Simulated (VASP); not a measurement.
# PbS (Fm-3m) in VASP: notebook

PbS is run at these levels: PBE+D3(BJ); tasks: single point.

Program: VASP 6.6.1. These are calculated values, not measurements. Logs are shortened: lines on timing, memory, paths and dates and some standing lists are left out, and cuts for length are marked.

### Step 1. The cell of the first run

Symmetry: Fm-3m, No. 225, cubic system. Conventional cell: a = 5.934 Å, b = 5.934 Å, c = 5.934 Å, α = 90.00°, β = 90.00°, γ = 90.00°. Pb (site symmetry m-3m) has 6 S at 2.97 Å within 3.9 Å. S (site symmetry m-3m) has 6 Pb at 2.97 Å within 3.9 Å.

### Step 2. Single point, PBE+D3(BJ)

File INCAR:

```
SYSTEM = PbS
  PREC = Accurate
  ENCUT = 520
  EDIFF = 1E-7
  ISMEAR = 0
  SIGMA = 0.02
  LREAL = .FALSE.
  LASPH = .TRUE.
  NELM = 60
  ALGO = Normal
  ISIF = 2
  LWAVE = .FALSE.
  LCHARG = .FALSE.
  GGA = PE
  IVDW = 12
  NBANDS = 17
```

File KPOINTS:

```
Automatic mesh
0
G
  10 10 10
  0 0 0
```

File POSCAR:

```
PbS
1.0
    0.0000000000      2.9671314639      2.9671314639
    2.9671314639      0.0000000000      2.9671314639
    2.9671314639      2.9671314639      0.0000000000
Pb S
1 1
Direct
    0.0000000000      0.0000000000      0.0000000000
    0.5000000000      0.5000000000      0.5000000000
```

Potentials or basis: VASP PAW PBE potentials, release 64 (Pb_d, S).

Run with:

```bash
$ cat potpaw_PBE.64/Pb_d/POTCAR potpaw_PBE.64/S/POTCAR > POTCAR
$ mpirun -np 1 vasp_std > vasp.out
```

OUTCAR:

```text
SYSTEM = PbS
   PREC = Accurate
   ENCUT = 520
   EDIFF = 1E-7
   ISMEAR = 0
   LREAL = .FALSE.
   LASPH = .TRUE.
   NELM = 60
   ISIF = 2
   GGA = PE
   IVDW = 12
 IVDW          = 12

 ion  position               nearest neighbor table
   1  0.000  0.000  0.000-   2 2.97   2 2.97   2 2.97   2 2.97   2 2.97   2 2.97
   2  0.500  0.500  0.500-   1 2.97   1 2.97   1 2.97   1 2.97   1 2.97   1 2.97

  LATTYP: Found a face centered cubic cell.
 ALAT       =     5.9342629278

  Lattice vectors:

 A1 = (   0.0000000000,   2.9671314639,   2.9671314639)
 A2 = (   2.9671314639,   0.0000000000,   2.9671314639)
 A3 = (   2.9671314639,   2.9671314639,   0.0000000000)

Analysis of symmetry for initial positions (statically):
=====================================================================
 Subroutine PRICEL returns:
 Original cell was already a primitive cell.

 Routine SETGRP: Setting up the symmetry group for a
 face centered cubic supercell.

 Subroutine GETGRP returns: Found 48 space group operations
 (whereof 48 operations were pure point group operations)
 out of a pool of 48 trial point group operations.

The static configuration has the point symmetry O_h .

Analysis of symmetry for dynamics (positions and initial velocities):
=====================================================================
 Subroutine PRICEL returns:
 Original cell was already a primitive cell.

 Routine SETGRP: Setting up the symmetry group for a
 face centered cubic supercell.

 Subroutine GETGRP returns: Found 48 space group operations
 (whereof 48 operations were pure point group operations)
 out of a pool of 48 trial point group operations.

The dynamic configuration has the point symmetry O_h .

 Subroutine INISYM returns: Found 48 space group operations
 (whereof 48 operations are pure point group operations),
 and found     1 'primitive' translations

----------------------------------------------------------------------------------------

                                     Primitive cell

  volume of cell :      52.2445

  direct lattice vectors                    reciprocal lattice vectors
     0.000000000  2.967131464  2.967131464    -0.168512924  0.168512924  0.168512924
     2.967131464  0.000000000  2.967131464     0.168512924 -0.168512924  0.168512924
     2.967131464  2.967131464  0.000000000     0.168512924  0.168512924 -0.168512924

  length of vectors
     4.196157558  4.196157558  4.196157558     0.291872947  0.291872947  0.291872947

  position of ions in fractional coordinates (direct lattice)
     0.000000000  0.000000000  0.000000000
     0.500000000  0.500000000  0.500000000

  ion indices of the primitive-cell ions
   primitive index   ion index
                 1           1
                 2           2

----------------------------------------------------------------------------------------

 KPOINTS: Automatic mesh

Automatic generation of k-mesh.
 Grid dimensions read from file:
 generate k-points for:   10   10   10

 Generating k-lattice:

  Cartesian coordinates                     Fractional coordinates (reciprocal lattice)
    -0.016851292  0.016851292  0.016851292     0.100000000  0.000000000  0.000000000
     0.016851292 -0.016851292  0.016851292     0.000000000  0.100000000  0.000000000
     0.016851292  0.016851292 -0.016851292     0.000000000  0.000000000  0.100000000

  Length of vectors
     0.029187295  0.029187295  0.029187295

  Shift w.r.t. Gamma in fractional coordinates (k-lattice)
     0.000000000  0.000000000  0.000000000

 Subroutine IBZKPT returns following result:
 ===========================================

 Found     47 irreducible k-points:

 Following reciprocal coordinates:
            Coordinates               Weight
  0.000000  0.000000  0.000000      1.000000
  0.100000  0.000000  0.000000      8.000000
  0.200000  0.000000  0.000000      8.000000
  0.300000  0.000000  0.000000      8.000000
  0.400000  0.000000  0.000000      8.000000
  0.500000  0.000000  0.000000      4.000000
[... 16 lines left out ...]
  0.300000  0.300000  0.000000      6.000000
  0.400000  0.300000  0.000000     24.000000
 [... further k-points ...]
   k-points           NKPTS =     47   k-points in BZ     NKDIM =     47   number of bands    NBANDS=     17
   number of dos      NEDOS =    301   number of ions     NIONS =      2
   total plane-waves  NPLWV =  32768
   dimension x,y,z NGX =    32 NGY =   32 NGZ =   32
   dimension x,y,z NGXF=    64 NGYF=   64 NGZF=   64
   ions per type =               1   1
   NGX,Y,Z   is equivalent  to a cutoff of  12.68, 12.68, 12.68 a.u.
   NGXF,Y,Z  is equivalent  to a cutoff of  25.36, 25.36, 25.36 a.u.
 SYSTEM =  PbS
   PREC   = accura    normal or accurate (medium, high low for compatibility)
   ISTART =      0    job   : 0-new  1-cont  2-samecut
   ICHARG =      2    charge: 1-file 2-atom 10-const
   ISPIN  =      1    spin polarized calculation?
   LNONCOLLINEAR =      F non collinear calculations
   LSORBIT =      F    spin-orbit coupling
   LASPH  =      T    aspherical Exc in radial PAW
   ENCUT  =  520.0 eV  38.22 Ry    6.18 a.u.   7.80  7.80  7.80*2*pi/ulx,y,z
   NELM   =     60;   NELMIN=  2; NELMDL= -5     # of ELM steps
   EDIFF  = 0.1E-06   stopping-criterion for ELM
   LREAL  =      F    real-space projection
   EDIFFG = 0.1E-05   stopping-criterion for IOM
   NSW    =      0    number of steps for IOM
   IBRION =     -1    ionic relax: 0-MD 1-quasi-New 2-CG
   NFREE  =      0    steps in history (QN), initial steepest desc. (CG)
   ISIF   =      2    stress and relaxation
   ISYM   =      2    0-nonsym 1-usesym 2-fastsym
   POTIM  = 0.5000    time-step for ionic-motion
   TEBEG  =    0.0;   TEEND  =   0.0 temperature during run
   PSTRESS=    0.0 pullay stress
   NELECT =      20.0000    total number of electrons
   NUPDOWN=      -1.0000    fix difference up-down
   EMIN   =  10.00;   EMAX   =-10.00  energy-range for DOS
   EFERMI =   0.00;   METHOD = LEGACY
   ISMEAR =     0;   SIGMA  =   0.02  broadening in eV -4-tet -1-fermi 0-gaus
   EFERMI_NEDOS =   21; number of points for ismear=-14 and -15
   IALGO  =     38    algorithm
   IMIX   =      4    mixing-type and parameters
     AMIX     =   0.40;   BMIX     =  1.00
     AMIX_MAG =   1.60;   BMIX_MAG =  1.00
  volume/ion in A,a.u.               =      26.12       176.28
  Fermi-wavevector in a.u.,A,eV,Ry     =   1.188698  2.246313 19.225058  1.413002
  Thomas-Fermi vector in A             =   2.324821
   LORBIT       =      0    0 simple, 1 ext, 2 COOP (PROOUT), +10 PAW based schemes
   GGA     = PE    functional components
   LHFCALC =     F    Hartree Fock is set to
   AEXX    =    0.0000 exact exchange contribution
   IVDW    =    12    specifies the selected vdW correction
   LEPSILON=     F    determine dielectric tensor
   LRPA    =     F    only Hartree local field effects (RPA)
 non-spin polarized calculation
 Gauss-broadening in eV      SIGMA  =   0.02
  energy-cutoff  :      520.00
  volume of cell :       52.24
 maximum number of plane-waves:      1422
   NGX = 15   NGY = 15   NGZ = 15

 number of electron      19.9999998 magnetization

 Free energy of the ion-electron system (eV)
  ---------------------------------------------------
  ext. energy  EPLUGINS =         0.00000000
  ---------------------------------------------------
  free energy    TOTEN  =        -8.75655837 eV

  energy without entropy =       -8.75655837  energy(sigma->0) =       -8.75655837

 E-fermi :   5.9197     XC(G=0):  -9.6756

 val. band max:        5.8033791570   @ k =   0.5000   0.0000   0.0000
 cond. band min:       6.1724515213   @ k =   0.5000   0.0000   0.0000
 fundamental gap:      0.3690723642
 Fermi energy:         5.9197024775

 k-point     1 :       0.0000    0.0000    0.0000
  band No.  band energies     occupation
      1     -11.0181      2.00000
      2     -11.0181      2.00000
      3     -11.0181      2.00000
      4     -11.0016      2.00000
      5     -11.0016      2.00000
      6      -7.7802      2.00000
[... 9 lines left out ...]
     16      12.5383      0.00000
     17      14.4669      0.00000

 k-point     2 :       0.1000    0.0000    0.0000
  band No.  band energies     occupation
      1     -11.0176      2.00000
      2     -11.0158      2.00000
      3     -11.0158      2.00000
      4     -11.0026      2.00000
      5     -11.0026      2.00000
      6      -7.6947      2.00000
[... 9 lines left out ...]
     16      12.7904      0.00000
     17      15.3037      0.00000

 k-point     3 :       0.2000    0.0000    0.0000
  band No.  band energies     occupation
      1     -11.0174      2.00000
      2     -11.0174      2.00000
      3     -11.0165      2.00000
      4     -10.9972      2.00000
      5     -10.9972      2.00000
      6      -7.4495      2.00000
[... 9 lines left out ...]
     16      13.3665      0.00000
     17      16.8650      0.00000

 k-point     4 :       0.3000    0.0000    0.0000
  band No.  band energies     occupation
      1     -11.0253      2.00000
      2     -11.0253      2.00000
      3     -11.0156      2.00000
      4     -10.9845      2.00000
      5     -10.9845      2.00000
      6      -7.0875      2.00000
[... 9 lines left out ...]
     16      14.2135      0.00000
     17      18.1776      0.00000

 k-point     5 :       0.4000    0.0000    0.0000
  band No.  band energies     occupation
      1     -11.0325      2.00000
      2     -11.0325      2.00000
      3     -11.0151      2.00000
      4     -10.9735      2.00000
      5     -10.9735      2.00000
      6      -6.7157      2.00000
[... 9 lines left out ...]
     16      15.2462      0.00000
     17      17.2622      0.00000

 k-point     6 :       0.5000    0.0000    0.0000
  band No.  band energies     occupation
      1     -11.0353      2.00000
      2     -11.0353      2.00000
      3     -11.0149      2.00000
      4     -10.9693      2.00000
      5     -10.9693      2.00000
      6      -6.5420      2.00000
[... 9 lines left out ...]
     16      15.9290      0.00000
     17      16.3489      0.00000

 k-point     7 :       0.1000    0.1000    0.0000
  band No.  band energies     occupation
      1     -11.0206      2.00000
      2     -11.0126      2.00000
      3     -11.0126      2.00000
      4     -11.0091      2.00000
      5     -10.9992      2.00000
      6      -7.6652      2.00000
[... 9 lines left out ...]
     16      13.3300      0.00000
     17      15.0817      0.00000

 k-point     8 :       0.2000    0.1000    0.0000
  band No.  band energies     occupation
      1     -11.0219      2.00000
      2     -11.0189      2.00000
      3     -11.0099      2.00000
      4     -11.0047      2.00000
      5     -10.9939      2.00000
      6      -7.4707      2.00000
[... 9 lines left out ...]
     16      13.9499      0.00000
     17      15.8754      0.00000
[... 203 lines left out ...]
      1     -11.0715      2.00000
      2     -11.0135      2.00000
      3     -11.0132      2.00000
      4     -10.9836      2.00000
      5     -10.9667      2.00000
      6      -6.4097      2.00000
[... 9 lines left out ...]
     16      16.3268      0.00000
     17      16.8625      0.00000

 k-point    20 :      -0.4000    0.2000    0.0000
  band No.  band energies     occupation
      1     -11.0637      2.00000
      2     -11.0187      2.00000
      3     -11.0052      2.00000
      4     -10.9853      2.00000
      5     -10.9723      2.00000
      6      -6.3654      2.00000
[... 9 lines left out ...]
     16      15.2520      0.00000
     17      17.5548      0.00000

 k-point    21 :      -0.3000    0.2000    0.0000
  band No.  band energies     occupation
      1     -11.0486      2.00000
      2     -11.0204      2.00000
      3     -11.0056      2.00000
      4     -10.9845      2.00000
      5     -10.9840      2.00000
      6      -6.6024      2.00000
[... 9 lines left out ...]
     16      15.7597      0.00000
     17      16.9068      0.00000

 k-point    22 :      -0.2000    0.2000    0.0000
  band No.  band energies     occupation
      1     -11.0320      2.00000
      2     -11.0191      2.00000
      3     -11.0116      2.00000
      4     -10.9958      2.00000
      5     -10.9837      2.00000
      6      -6.9560      2.00000
[... 9 lines left out ...]
     16      15.6920      0.00000
     17      16.0677      0.00000

 k-point    23 :       0.3000    0.3000    0.0000
  band No.  band energies     occupation
      1     -11.0858      2.00000
      2     -11.0347      2.00000
      3     -10.9848      2.00000
      4     -10.9792      2.00000
      5     -10.9792      2.00000
      6      -6.8247      2.00000
[... 9 lines left out ...]
     16      16.3892      0.00000
     17      16.6837      0.00000

 k-point    24 :       0.4000    0.3000    0.0000
  band No.  band energies     occupation
      1     -11.1062      2.00000
      2     -11.0346      2.00000
      3     -10.9877      2.00000
      4     -10.9728      2.00000
      5     -10.9679      2.00000
      6      -6.5339      2.00000
[... 9 lines left out ...]
     16      16.8356      0.00000
     17      17.4270      0.00000

 [... further k-points ...]

------------------------ aborting loop because EDIFF is reached ----------------------------------------

 Edisp (eV)   -0.69341

 E8    (eV) :    -0.3122

  FORCE on cell =-STRESS in cart. coord.  units (eV):
  Direction    XX          YY          ZZ          XY          YZ          ZX
  --------------------------------------------------------------------------------------
  -------------------------------------------------------------------------------------
  Total      -0.02243    -0.02243    -0.02243     0.00000     0.00000     0.00000
  in kB      -0.68780    -0.68780    -0.68780     0.00000     0.00000     0.00000
  external pressure =       -0.69 kB  Pullay stress =        0.00 kB

 VOLUME and BASIS-vectors are now :
 -----------------------------------------------------------------------------
  energy-cutoff  :      520.00
  volume of cell :       52.24
      direct lattice vectors                 reciprocal lattice vectors
     0.000000000  2.967131464  2.967131464    -0.168512924  0.168512924  0.168512924
     2.967131464  0.000000000  2.967131464     0.168512924 -0.168512924  0.168512924
     2.967131464  2.967131464  0.000000000     0.168512924  0.168512924 -0.168512924

 POSITION                                       TOTAL-FORCE (eV/Angst)
 -----------------------------------------------------------------------------------
      0.00000      0.00000      0.00000        -0.000000     -0.000000     -0.000000
      2.96713      2.96713      2.96713         0.000000      0.000000      0.000000
 -----------------------------------------------------------------------------------
    total drift:                                0.000000     -0.000000     -0.000000

  FREE ENERGIE OF THE ION-ELECTRON SYSTEM (eV)
  ---------------------------------------------------
  free  energy   TOTEN  =        -9.4499695401 eV

  energy  without entropy=       -9.4499695401  energy(sigma->0) =       -9.44996954
```

Run time: 25 s. Hardware: 1 thread of Intel Xeon 8259CL, shared host; peak memory 0.21 GiB.

Results:

```
Free energy                : -9.4500 eV
Pressure                   : -0.1 GPa
Band gap on the k mesh     : 0.37 eV
Dispersion energy per atom : -0.347 eV
```

Caveat: spin-orbit coupling is left out, which moves the levels of the heavy elements.

### Step 3. Single point, PBE+D3(BJ)

This run uses another cell than the first one: it holds 8 atoms, not 2.

File INCAR:

```
PREC = Accurate
ENCUT = 520
EDIFF = 1E-7
ISMEAR = 0
SIGMA = 0.03
LREAL = False
LASPH = True
NELM = 100
ALGO = Normal
ISIF = 2
LWAVE = False
LCHARG = True
GGA = PE
IVDW = 12
LELF = True
LVHAR = True
NBANDS = 50
```

File KPOINTS:

```
regular mesh
0
Gamma
  8 8 3
```

File POSCAR:

```
PbS
1.0
   -2.9671314639     -2.9671314639      0.0000000000
    2.9671314639     -2.9671314639      0.0000000000
    0.0000000000      0.0000000000     11.8685258554
Pb S
4 4
Direct
    0.5000000000      0.5000000000      0.2500000000
    0.0000000000      0.0000000000      0.5000000000
    0.5000000000      0.5000000000      0.7500000000
    0.0000000000      0.0000000000      0.0000000000
    0.0000000000      0.0000000000      0.2500000000
    0.5000000000      0.5000000000      0.5000000000
    0.0000000000      0.0000000000      0.7500000000
    0.5000000000      0.5000000000      0.0000000000
```

Potentials or basis: VASP PAW PBE potentials, release 64 (Pb_d, S).

Run with:

```bash
$ cat potpaw_PBE.64/Pb_d/POTCAR potpaw_PBE.64/S/POTCAR > POTCAR
$ mpirun -np 1 vasp_std > vasp.out
```

It took 6.6 min on 1 thread of Intel Xeon 8259CL, shared host; peak memory 0.43 GiB.

It converged, with:

```yaml
Free_energy: -37.7995 eV
Pressure: -0.1 GPa
Dispersion_energy_per_atom: -0.347 eV
```

Levels at points of the mesh, in eV from the Fermi level:
```
           k point  band 38  band 39  band 40  band 41  band 42  band 43
(0.00, 0.00, 0.00)    -2.36    -1.92    -1.92     2.24     2.24     3.67
(0.50, 0.00, 0.00)    -1.00    -0.20    -0.20     0.17     0.17     1.24
(0.50, 0.50, 0.00)    -3.63    -1.22    -1.22     1.99     1.99     3.67
```

Caveat: this odd mesh misses L, so gap, dielectric constants and Born charges aren't listed; spin-orbit coupling is left out, which moves the levels of the heavy elements.

### Step 4. Single point, PBE+D3(BJ)

This run uses another cell than the first one: it holds 12 atoms, not 2.

File INCAR:

```
PREC = Accurate
ENCUT = 520
EDIFF = 1E-6
ISMEAR = 0
SIGMA = 0.03
LREAL = F
LASPH = T
NELM = 100
ALGO = Normal
ISIF = 2
LWAVE = F
LCHARG = F
GGA = PE
IVDW = 12
NBANDS = 72
```

File KPOINTS:

```
regular mesh
0
Gamma
  6 8 3
```

File POSCAR:

```
PbS
1.0
    5.9342629277      0.0000000000      0.0000000000
    0.0000000000      2.9671314639     -2.9671314639
    0.0000000000      8.9013943916      8.9013943916
Pb S
6 6
Direct
    0.0000000000      0.0000000000      0.3333333333
    0.5000000000      0.5000000000      0.5000000000
    0.0000000000      0.0000000000      0.6666666667
    0.5000000000      0.5000000000      0.8333333333
    0.0000000000      0.0000000000      1.0000000000
    0.5000000000      0.5000000000      0.1666666667
    0.5000000000      0.0000000000      0.3333333333
    0.0000000000      0.5000000000      0.5000000000
    0.5000000000      0.0000000000      0.6666666667
    0.0000000000      0.5000000000      0.8333333333
    0.5000000000      0.0000000000      0.0000000000
    0.0000000000      0.5000000000      0.1666666667
```

Run with:

```bash
$ cat potpaw_PBE.64/Pb_d/POTCAR potpaw_PBE.64/S/POTCAR > POTCAR
$ mpirun -np 1 vasp_std > vasp.out
```

Wall time 24 min (1 thread of Oxide Virtual Turin-like, shared host); peak memory 0.74 GiB.

It converged, with:

```
Free energy                : -56.7000 eV
Pressure                   : -0.1 GPa
Dispersion energy per atom : -0.347 eV
```

Levels at points of the mesh, in eV from the Fermi level:
```tsv
k point	band 57	band 58	band 59	band 60	band 61	band 62	band 63	band 64
(0.00, 0.00, 0.00)	-1.92	-1.92	-0.94	-0.94	1.61	1.61	2.47	2.47
(0.50, 0.00, 0.00)	-0.87	-0.87	-0.87	-0.87	0.92	0.92	0.92	0.92
(0.00, 0.50, 0.00)	-2.09	-2.09	-0.99	-0.99	1.25	1.25	2.25	2.25
(0.50, 0.50, 0.00)	-1.22	-1.22	-0.19	-0.19	0.18	0.18	1.68	1.68
```

Caveat: this odd mesh misses L, so gap, dielectric constants and Born charges aren't listed; spin-orbit coupling is left out, which moves the levels of the heavy elements.

### Step 5. The runs side by side

```tsv
cell	k mesh	smearing	pressure (GPa)
a = 4.196 Å, angles 60.0°, 2 atoms, atomic positions A	10 × 10 × 10	gaussian 0.02 eV	-0.1
a = 4.196, b = 4.196, c = 11.869 Å, 8 atoms, atomic positions B	8 × 8 × 3	gaussian 0.03 eV	-0.1
a = 5.934, b = 4.196, c = 12.588 Å, 12 atoms, atomic positions C	6 × 8 × 3	gaussian 0.03 eV	-0.1
```

Alike in all rows: task single point; level PBE+D3(BJ); potentials or basis VASP PAW PBE potentials, release 64 (Pb_d, S); no spin polarisation; cutoff (eV) 520.

Caveats: spin-orbit coupling is left out, which moves the levels of the heavy elements.

Total energies depend on the potentials used, so only differences within one code and one set of settings carry meaning.
